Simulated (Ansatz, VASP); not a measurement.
Two plane-wave programs on ZrS

The input INCAR:

```
ALGO     = Normal         # electronic algorithm
EDIFF    = 1E-6           # SCF threshold, eV
EDIFFG   = -0.01          # ionic threshold
ENCUT    = 600            # plane-wave cutoff, eV
GGA      = PS             # functional
IBRION   = 2              # ionic algorithm
ISIF     = 3              # what is computed and relaxed
ISMEAR   = 0              # smearing method
LASPH    = True           # aspherical terms in the spheres
LCHARG   = False          # write CHGCAR
LREAL    = False          # projectors in reciprocal space
LWAVE    = False          # write WAVECAR
NELM     = 60             # most SCF steps
NSW      = 80             # ionic steps
PREC     = Accurate       # precision mode
SIGMA    = 0.1            # smearing width, eV
```

The input KPOINTS:

```
k-points
0
Gamma
  14 14 14
```

POSCAR

```
ZrS
1.0
    0.0000000000      2.6250000000      2.6250000000
    2.6250000000      0.0000000000      2.6250000000
    2.6250000000      2.6250000000      0.0000000000
Zr S
1 1
Direct
    0.0000000000      0.0000000000      0.0000000000
    0.5000000000      0.5000000000      0.5000000000
```

Input for Ansatz:

```yaml
crystal:
  lattice:
    - [0.0, 2.625, 2.625]
    - [2.625, 0.0, 2.625]
    - [2.625, 2.625, 0.0]
  atoms:
    - { symbol: Zr, position: [0.0, 0.0, 0.0] }
    - { symbol: S, position: [0.5, 0.5, 0.5] }
basis:
  ecutwfc: 420
kpoints:
  mp_grid: { grid: [14, 14, 14] }
hamiltonian:
  xc: pbesol
scf:
  occupations: { method: gaussian, width: 0.1 }
output:
  forces: true
  stress: true
  eigenvalues: true
relax:
  adjacent_minimum: "off"
  f_tol: 0.01
  max_steps: 60
  cell: { stress_tol: 0.05 }
```

Alike in both runs: task relaxation of cell and atoms; functional PBEsol; k mesh 14 × 14 × 14; occupations gaussian, width 0.1 eV; no spin polarisation.

|  | VASP | Ansatz |
| --- | --- | --- |
| version | VASP 6.6.1 | Ansatz 0.2.0 |
| potentials or method | VASP PAW PBE potentials, release 64 (Zr_sv, S), cutoff 600 eV | scalar-relativistic, plane waves, PAW |
| valence electrons in the cell | 18 | 18 |

VASP gave:

| Item | Value |
| --- | --- |
| gap on the k mesh at the Fermi level, each at its own relaxed structure (eV) | none |
| relaxed volume (Å³/atom) | 17.28 |
| relaxed cell length with the largest relative difference (Å) | 3.656 |

Question: What did Ansatz give for the same quantities?

Answer: gap on the k mesh at the Fermi level, each at its own relaxed structure (eV): none; relaxed volume (Å³/atom): 17.23; relaxed cell length with the largest relative difference (Å): 3.653.

VASP's potentials were made for PBE, not for PBEsol. A gap of «none» marks a metal or a gap that the smearing closes.

Noted on VASP's run: too few bands were computed for a metal, which touches its energy and stress.
